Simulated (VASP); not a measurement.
MnS:

```
Mn S
1.0
     0.00000    2.60450    2.60450
     2.60450    0.00000    2.60450
     2.60450    2.60450    0.00000
Mn S
1 1
Cartesian
  0.0000 0.0000 0.0000
  2.6045 2.6045 2.6045
```

* Program: VASP 6.6.1
* Task: relaxation of cell and atoms
* Functional: PBE
* Potentials or basis: VASP PAW PBE potentials, release 64 (Mn_pv, S)
* Cutoff: 600 eV
* k mesh: 14 × 14 × 14
* Occupations: gaussian, width 0.1 eV
* Spin: collinear spin, ferromagnetic start
* Starting moments: [4.6, 0.15] μB

At the start: pressure -3.1 GPa; volume 17.67 Å³/atom.

Where does the relaxation end?

Over 3 steps the energy falls by 11.9 meV/atom and the volume is 16.53 Å³/atom (-6.5 %); space group Fm-3m (No. 225, to 0.05 Å); moment 4.48 μB per cell.

Step by step:
| step | energy change (eV) | largest force (eV/Å) | pressure (GPa) | volume (Å³) |
| --- | --- | --- | --- | --- |
| 1 | 0.0000 | 0.0000 | -3.12 | 35.33 |
| 2 | -0.0223 | 0.0000 | -0.89 | 33.60 |
| 3 | -0.0239 | 0.0000 | 0.04 | 33.05 |

Final structure:
```cif
data_structure
_symmetry_space_group_name_H-M 'P 1'
_symmetry_Int_Tables_number 1
_cell_length_a 3.6023
_cell_length_b 3.6023
_cell_length_c 3.6023
_cell_angle_alpha 60.000
_cell_angle_beta 60.000
_cell_angle_gamma 60.000
_cell_volume 33.05
loop_
_atom_site_label
_atom_site_type_symbol
_atom_site_fract_x
_atom_site_fract_y
_atom_site_fract_z
_atom_site_occupancy
Mn1 Mn 0.00000 0.00000 0.00000 1
S1 S 0.50000 0.50000 0.50000 1
```

Caveat: a cell with one magnetic atom can't hold antiferromagnetic order, which such compounds often take.
